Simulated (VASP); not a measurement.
# Te (P6_3/mmc) in VASP: further runs

Te is run at these levels: PBEsol; tasks: single point, relaxation of cell and atoms.

All numbers are computed with VASP 6.6.1; they aren't measurements. Logs are shortened: lines on timing, memory, paths and dates and some standing lists are left out, and cuts for length are marked.

## Step 1: The cell of the first run

Symmetry: P6_3/mmc, No. 194, hexagonal system. Conventional cell: a = 4.563 Å, b = 4.563 Å, c = 7.529 Å, α = 90.00°, β = 90.00°, γ = 120.00°. Te (site symmetry 3m) has 4 Te at 2.80 to 2.82 Å within 3.7 Å.

This isn't the form of Te at room conditions, which is trigonal, of chains.

## Step 2: Single point, PBEsol

INCAR

```
SYSTEM = Te
ALGO = Normal
EDIFF = 1E-6
ENCUT = 520
GGA = PS
ISIF = 2
ISMEAR = 0
LASPH = .TRUE.
LCHARG = .TRUE.
LELF = .TRUE.
LREAL = .FALSE.
LVHAR = .TRUE.
LWAVE = .FALSE.
NBANDS = 20
NELM = 100
PREC = Accurate
SIGMA = 0.1
```

KPOINTS

```
k-points
0
G
  6 6 4
  0 0 0
```

POSCAR

```
Te
1.0
    4.5627952153      0.0000000000      0.0000000000
   -2.2813976077      3.9514965688      0.0000000000
    0.0000000000      0.0000000000      7.5286121053
Te
4
Direct
    0.3333333333      0.6666666667      0.4375000000
    0.6666666667      0.3333333333      0.9375000000
    0.6666666667      0.3333333333      0.5625000000
    0.3333333333      0.6666666667      0.0625000000
```

Potentials or basis: VASP PAW PBE potentials, release 64 (Te).

On the command line:

```console
$ cat potpaw_PBE.64/Te/POTCAR > POTCAR
$ mpirun -np 1 vasp_std > vasp.out
```

OUTCAR:

```text
SYSTEM = Te
   EDIFF = 1E-6
   ENCUT = 520
   GGA = PS
   ISIF = 2
   ISMEAR = 0
   LASPH = .TRUE.
   LREAL = .FALSE.
   NELM = 100
   PREC = Accurate

 ion  position               nearest neighbor table
   1  0.333  0.667  0.438-   3 2.80   3 2.80   3 2.80   4 2.82
   2  0.667  0.333  0.938-   4 2.80   4 2.80   4 2.80   3 2.82
   3  0.667  0.333  0.562-   1 2.80   1 2.80   1 2.80   2 2.82
   4  0.333  0.667  0.062-   2 2.80   2 2.80   2 2.80   1 2.82

  LATTYP: Found a hexagonal cell.
 ALAT       =     4.5627952153
 C/A-ratio  =     1.6500000000

  Lattice vectors:

 A1 = (   4.5627952153,   0.0000000000,   0.0000000000)
 A2 = (  -2.2813976077,   3.9514965688,   0.0000000000)
 A3 = (   0.0000000000,   0.0000000000,   7.5286121053)

Analysis of symmetry for initial positions (statically):
=====================================================================
 Subroutine PRICEL returns:
 Original cell was already a primitive cell.

 Routine SETGRP: Setting up the symmetry group for a
 hexagonal supercell.

 Subroutine GETGRP returns: Found 24 space group operations
 (whereof 12 operations were pure point group operations)
 out of a pool of 24 trial point group operations.

The static configuration has the point symmetry D_3d.
 The point group associated with its full space group is D_6h.

Analysis of symmetry for dynamics (positions and initial velocities):
=====================================================================
 Subroutine PRICEL returns:
 Original cell was already a primitive cell.

 Routine SETGRP: Setting up the symmetry group for a
 hexagonal supercell.

 Subroutine GETGRP returns: Found 24 space group operations
 (whereof 12 operations were pure point group operations)
 out of a pool of 24 trial point group operations.

The dynamic configuration has the point symmetry D_3d.
 The point group associated with its full space group is D_6h.

 Subroutine INISYM returns: Found 24 space group operations
 (whereof 12 operations are pure point group operations),
 and found     1 'primitive' translations

----------------------------------------------------------------------------------------

                                     Primitive cell

  volume of cell :     135.7399

  direct lattice vectors                    reciprocal lattice vectors
     4.562795215  0.000000000  0.000000000     0.219163901  0.126534337  0.000000000
    -2.281397608  3.951496569  0.000000000     0.000000000  0.253068675  0.000000000
     0.000000000  0.000000000  7.528612105     0.000000000  0.000000000  0.132826607

  length of vectors
     4.562795215  4.562795215  7.528612105     0.253068675  0.253068675  0.132826607

  position of ions in fractional coordinates (direct lattice)
     0.333333333  0.666666667  0.437500000
     0.666666667  0.333333333  0.937500000
     0.666666667  0.333333333  0.562500000
     0.333333333  0.666666667  0.062500000

  ion indices of the primitive-cell ions
   primitive index   ion index
                 1           1
                 2           2
                 3           3
                 4           4

----------------------------------------------------------------------------------------

 KPOINTS: k-points

Automatic generation of k-mesh.
 Grid dimensions read from file:
 generate k-points for:    6    6    4

 Generating k-lattice:

  Cartesian coordinates                     Fractional coordinates (reciprocal lattice)
     0.036527317  0.021089056  0.000000000     0.166666667 -0.000000000  0.000000000
     0.000000000  0.042178112  0.000000000     0.000000000  0.166666667  0.000000000
     0.000000000  0.000000000  0.033206652     0.000000000  0.000000000  0.250000000

  Length of vectors
     0.042178112  0.042178112  0.033206652

  Shift w.r.t. Gamma in fractional coordinates (k-lattice)
     0.000000000  0.000000000  0.000000000

 Subroutine IBZKPT returns following result:
 ===========================================

 Found     21 irreducible k-points:

 Following reciprocal coordinates:
            Coordinates               Weight
  0.000000  0.000000  0.000000      1.000000
  0.166667  0.000000  0.000000      6.000000
  0.333333  0.000000  0.000000      6.000000
  0.500000  0.000000  0.000000      3.000000
  0.166667  0.166667  0.000000      6.000000
  0.333333  0.166667  0.000000     12.000000
[... 13 lines left out ...]
  0.333333  0.166667  0.500000     12.000000
  0.333333  0.333333  0.500000      2.000000
   k-points           NKPTS =     21   k-points in BZ     NKDIM =     21   number of bands    NBANDS=     20
   number of dos      NEDOS =    301   number of ions     NIONS =      4
   total plane-waves  NPLWV =  72576
   dimension x,y,z NGX =    36 NGY =   36 NGZ =   56
   dimension x,y,z NGXF=    72 NGYF=   72 NGZF=  112
   ions per type =               4
   NGX,Y,Z   is equivalent  to a cutoff of  13.12, 13.12, 12.37 a.u.
   NGXF,Y,Z  is equivalent  to a cutoff of  26.23, 26.23, 24.73 a.u.
 SYSTEM =  Te
   PREC   = accura    normal or accurate (medium, high low for compatibility)
   ISTART =      0    job   : 0-new  1-cont  2-samecut
   ICHARG =      2    charge: 1-file 2-atom 10-const
   ISPIN  =      1    spin polarized calculation?
   LNONCOLLINEAR =      F non collinear calculations
   LSORBIT =      F    spin-orbit coupling
   LASPH  =      T    aspherical Exc in radial PAW
   ENCUT  =  520.0 eV  38.22 Ry    6.18 a.u.   8.48  8.48 14.00*2*pi/ulx,y,z
   NELM   =    100;   NELMIN=  2; NELMDL= -5     # of ELM steps
   EDIFF  = 0.1E-05   stopping-criterion for ELM
   LREAL  =      F    real-space projection
[... 7 lines left out ...]
   TEBEG  =    0.0;   TEEND  =   0.0 temperature during run
   PSTRESS=    0.0 pullay stress
   NELECT =      24.0000    total number of electrons
   NUPDOWN=      -1.0000    fix difference up-down
   EMIN   =  10.00;   EMAX   =-10.00  energy-range for DOS
   EFERMI =   0.00;   METHOD = LEGACY
   ISMEAR =     0;   SIGMA  =   0.10  broadening in eV -4-tet -1-fermi 0-gaus
   EFERMI_NEDOS =   21; number of points for ismear=-14 and -15
   IALGO  =     38    algorithm
   IMIX   =      4    mixing-type and parameters
     AMIX     =   0.40;   BMIX     =  1.00
     AMIX_MAG =   1.60;   BMIX_MAG =  1.00
  volume/ion in A,a.u.               =      33.93       229.00
  Fermi-wavevector in a.u.,A,eV,Ry     =   0.918846  1.736367 11.487100  0.844278
  Thomas-Fermi vector in A             =   2.043974
   LORBIT       =      0    0 simple, 1 ext, 2 COOP (PROOUT), +10 PAW based schemes
   GGA     = PS    functional components
   LHFCALC =     F    Hartree Fock is set to
   AEXX    =    0.0000 exact exchange contribution
   IVDW    =     0    specifies the selected vdW correction
   LEPSILON=     F    determine dielectric tensor
   LRPA    =     F    only Hartree local field effects (RPA)
 non-spin polarized calculation
 Gauss-broadening in eV      SIGMA  =   0.10
  energy-cutoff  :      520.00
  volume of cell :      135.74
 maximum number of plane-waves:      3694
 NGX is ok and might be reduce to    36
   NGX = 17   NGY = 17   NGZ = 27

 number of electron      24.0000004 magnetization

 Free energy of the ion-electron system (eV)
  ---------------------------------------------------
  ext. energy  EPLUGINS =         0.00000000
  ---------------------------------------------------
  free energy    TOTEN  =       -10.35150037 eV

  energy without entropy =      -10.32899176  energy(sigma->0) =      -10.34024606

 E-fermi :   6.3652     XC(G=0):  -9.0422

 val. band max:        6.3599568296   @ k =   0.1667   0.1667   0.0000
 cond. band min:       6.4088275714   @ k =   0.5000   0.0000   0.0000
 fundamental gap:      0.0488707418
 Fermi energy:         6.3651620939

 k-point     1 :       0.0000    0.0000    0.0000
  band No.  band energies     occupation
      1      -8.6631      2.00000
      2      -7.4633      2.00000
      3      -4.5504      2.00000
      4      -1.2769      2.00000
      5       1.5416      2.00000
      6       1.5416      2.00000
[... 12 lines left out ...]
     19      10.7280      0.00000
     20      11.9630      0.00000

 k-point     2 :       0.1667    0.0000    0.0000
  band No.  band energies     occupation
      1      -8.4644      2.00000
      2      -7.2455      2.00000
      3      -4.8024      2.00000
      4      -2.1130      2.00000
      5       0.4151      2.00000
      6       1.2504      2.00000
[... 12 lines left out ...]
     19      10.6148      0.00000
     20      11.0400      0.00000

 k-point     3 :       0.3333    0.0000    0.0000
  band No.  band energies     occupation
      1      -7.9190      2.00000
      2      -6.6384      2.00000
      3      -5.5297      2.00000
      4      -3.5808      2.00000
      5      -0.1252      2.00000
      6       0.8034      2.00000
[... 12 lines left out ...]
     19      11.2228      0.00000
     20      11.7739      0.00000

 k-point     4 :       0.5000    0.0000    0.0000
  band No.  band energies     occupation
      1      -7.4330      2.00000
      2      -6.1347      2.00000
      3      -6.0811      2.00000
      4      -4.4758      2.00000
      5      -0.1255      2.00000
      6       0.6201      2.00000
[... 12 lines left out ...]
     19      11.4567      0.00000
     20      11.6941      0.00000

 k-point     5 :       0.1667    0.1667    0.0000
  band No.  band energies     occupation
      1      -8.0861      2.00000
      2      -6.8261      2.00000
      3      -5.3030      2.00000
      4      -3.1896      2.00000
      5       0.0308      2.00000
      6       0.6181      2.00000
[... 12 lines left out ...]
     19      11.3545      0.00000
     20      11.3620      0.00000
[... 284 lines left out ...]
      6       0.9035      2.00000
[... 12 lines left out ...]
     19      12.6757      0.00000
     20      12.6757      0.00000

 k-point    19 :       0.1667    0.1667    0.5000
  band No.  band energies     occupation
      1      -7.6258      2.00000
      2      -7.6258      2.00000
      3      -4.1513      2.00000
      4      -4.1513      2.00000
      5       0.9574      2.00000
      6       0.9574      2.00000
[... 12 lines left out ...]
     19      11.5876      0.00000
     20      11.5876      0.00000

 k-point    20 :       0.3333    0.1667    0.5000
  band No.  band energies     occupation
      1      -7.0529      2.00000
      2      -7.0529      2.00000
      3      -5.0483      2.00000
      4      -5.0483      2.00000
      5       0.4982      2.00000
      6       0.4982      2.00000
[... 12 lines left out ...]
     19      12.3965      0.00000
     20      12.3965      0.00000

 k-point    21 :       0.3333    0.3333    0.5000
  band No.  band energies     occupation
      1      -6.7335      2.00000
      2      -6.7335      2.00000
      3      -5.4435      2.00000
      4      -5.4435      2.00000
      5       0.1293      2.00000
      6       0.1293      2.00000
[... 12 lines left out ...]
     19      12.5286      0.00000
     20      12.5286      0.00000

------------------------ aborting loop because EDIFF is reached ----------------------------------------

  FORCE on cell =-STRESS in cart. coord.  units (eV):
  Direction    XX          YY          ZZ          XY          YZ          ZX
  --------------------------------------------------------------------------------------
  -------------------------------------------------------------------------------------
  Total       10.9287207     10.9287207     12.5343403     -0.0000000      0.0000000      0.0000000
  in kB      128.9948587    128.9948587    147.9464520     -0.0000000      0.0000000      0.0000000
  external PRESSURE =     135.3120565 kB  Pullay stress =       0.0000000 kB

 VOLUME and BASIS-vectors are now :
 -----------------------------------------------------------------------------
  energy-cutoff  :      520.00
  volume of cell :      135.74
      direct lattice vectors                 reciprocal lattice vectors
     4.562795215  0.000000000  0.000000000     0.219163901  0.126534337  0.000000000
    -2.281397608  3.951496569  0.000000000     0.000000000  0.253068675  0.000000000
     0.000000000  0.000000000  7.528612105     0.000000000  0.000000000  0.132826607

 POSITION                                       TOTAL-FORCE (eV/Angst)
 -----------------------------------------------------------------------------------
     -0.00000      2.63433      3.29377        -0.000000      0.000000      0.388745
      2.28140      1.31717      7.05807         0.000000     -0.000000      0.388745
      2.28140      1.31717      4.23484         0.000000     -0.000000     -0.388745
     -0.00000      2.63433      0.47054        -0.000000      0.000000     -0.388745
 -----------------------------------------------------------------------------------
    total drift:                               -0.000000     -0.000000     -0.000000

  FREE ENERGIE OF THE ION-ELECTRON SYSTEM (eV)
  ---------------------------------------------------
  free  energy   TOTEN  =       -10.3515003737 eV

  energy  without entropy=      -10.3289917562  energy(sigma->0) =      -10.34024606
```

Run time: 59 s. Hardware: 1 thread of Oxide Virtual Turin-like, shared host; peak memory 0.21 GiB.

Results:

```yaml
Free_energy: -10.3515 eV
Pressure: 13.5 GPa
Largest_force: 0.389 eV/Å
Band_gap_on_the_k_mesh: zero (bands 12 and 13 overlap by 1.96 eV)
```

Forces in eV/Å, atoms in the order of the input:
```
Te   0.000  0.000  0.389
Te   0.000  0.000  0.389
Te   0.000  0.000 -0.389
Te   0.000  0.000 -0.389
```

Stress tensor (GPa, compression positive):
```
12.90  0.00  0.00
 0.00 12.90  0.00
 0.00  0.00 14.79
```

Levels at points of the mesh, in eV from the Fermi level:
```tsv
k point	band 10	band 11	band 12	band 13	band 14	band 15
(0.00, 0.00, 0.00)	-3.91	-1.19	-1.19	-1.03	0.34	0.34
(0.50, 0.00, 0.00)	-2.48	0.04	0.14	0.22	0.26	3.08
(0.00, 0.00, 0.50)	-3.82	-0.41	-0.41	-0.41	-0.41	0.24
(0.50, 0.00, 0.50)	-3.17	-0.88	-0.88	1.49	1.49	2.53
```

Caveat: the cell stands under pressure; the PAW data sets were made with another functional, which shifts forces and pressure a little; spin-orbit coupling is left out, which moves the levels of the heavy elements.

## Step 3: Single point, PBEsol

This run uses another cell than the first one, of 51.16 Å³/atom.

INCAR

```
  PREC = Accurate
  ENCUT = 520
  EDIFF = 1E-7
  ISMEAR = 0
  SIGMA = 0.1
  LREAL = False
  LASPH = True
  NELM = 60
  ALGO = Fast
  ISIF = 2
  LWAVE = False
  LCHARG = False
  GGA = PS
  NBANDS = 20
```

KPOINTS

```
Automatic mesh
0
Gamma
  6 6 2
```

POSCAR

```
Te
1.0
    4.8687879438      0.0000000000      0.0000000000
   -2.4343939719      4.2164940450      0.0000000000
    0.0000000000      0.0000000000      9.9688262392
Te
4
Direct
    0.3333333333      0.6666666667      0.4606281500
    0.6666666667      0.3333333333      0.9606281500
    0.6666666667      0.3333333333      0.5393718500
    0.3333333333      0.6666666667      0.0393718500
```

Potentials or basis: VASP PAW PBE potentials, release 64 (Te).

On the command line:

```console
$ cat potpaw_PBE.64/Te/POTCAR > POTCAR
$ mpirun -np 1 vasp_std > vasp.out
```

It took 79 s on 1 thread of Oxide Virtual Turin-like, shared host; peak memory 0.27 GiB.

It converged, with:

```yaml
Free_energy: -12.5149 eV
Pressure: 0.0 GPa
Largest_force: 0.016 eV/Å
Band_gap_on_the_k_mesh: zero (bands 12 and 13 overlap by 0.42 eV)
```

Forces in eV/Å, atoms in the order of the input:
```
Te   0.000  0.000  0.016
Te   0.000  0.000  0.016
Te   0.000  0.000 -0.016
Te   0.000  0.000 -0.016
```

Levels at points of the mesh, in eV from the Fermi level:
```tsv
k point	band 9	band 10	band 11	band 12	band 13	band 14	band 15	band 16
(0.00, 0.00, 0.00)	-3.26	-2.35	-1.00	-0.15	-0.15	0.02	0.02	0.40
(0.50, 0.00, 0.00)	-2.44	-1.70	-1.48	-1.07	1.66	1.73	2.13	2.26
(0.00, 0.00, 0.50)	-2.92	-2.92	-0.21	-0.21	-0.06	-0.06	-0.06	-0.06
(0.50, 0.00, 0.50)	-2.09	-2.09	-1.30	-1.30	1.93	1.93	2.01	2.01
```

Caveat: the PAW data sets were made with another functional, which shifts forces and pressure a little; spin-orbit coupling is left out, which moves the levels of the heavy elements; this functional lacks dispersion, which binds layers or chains, so the pressure and a relaxed spacing across them are unreliable.

(Continued in part 2 of 2.)

The gap in the log of VASP goes by the Fermi energy; the results here count the filled bands.